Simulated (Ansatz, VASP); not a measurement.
Two plane-wave programs on W

```
W
1.0
     3.31246    1.91245    2.50618
    -3.31246    1.91245    2.50618
     0.00000   -3.82489    2.50618
W
5
Direct
  0.00000 0.23735 0.76265
  0.23735 0.76265 0.00000
  0.76265 0.00000 0.23735
  0.32223 0.32223 0.32223
  0.67777 0.67777 0.67777
```

Alike in both runs: functional PBE; k mesh 6 × 6 × 6; occupations gaussian, width 0.1 eV; no spin polarisation.

Ansatz relaxed the structure, and its values are those at the end. VASP's run is a single point on that final structure, the one shown.

|  | VASP | Ansatz |
| --- | --- | --- |
| version | VASP 6.6.1 | Ansatz 0.2.0 |
| potentials or method | VASP PAW PBE potentials, release 64 (W_sv), cutoff 520 eV | scalar-relativistic, plane waves, PAW |
| valence electrons in the cell | 70 | 70 |

```csv
,VASP,Ansatz,Ansatz less VASP
gap on the k mesh at the Fermi level (eV),none,none,-
pressure (GPa),0.6,0.1,-0.50
rms of the force components (eV/Å),0.007,0.003,-0.0043
```

A gap of «none» marks a metal or a gap that the smearing closes.

Spin-orbit coupling is off throughout.
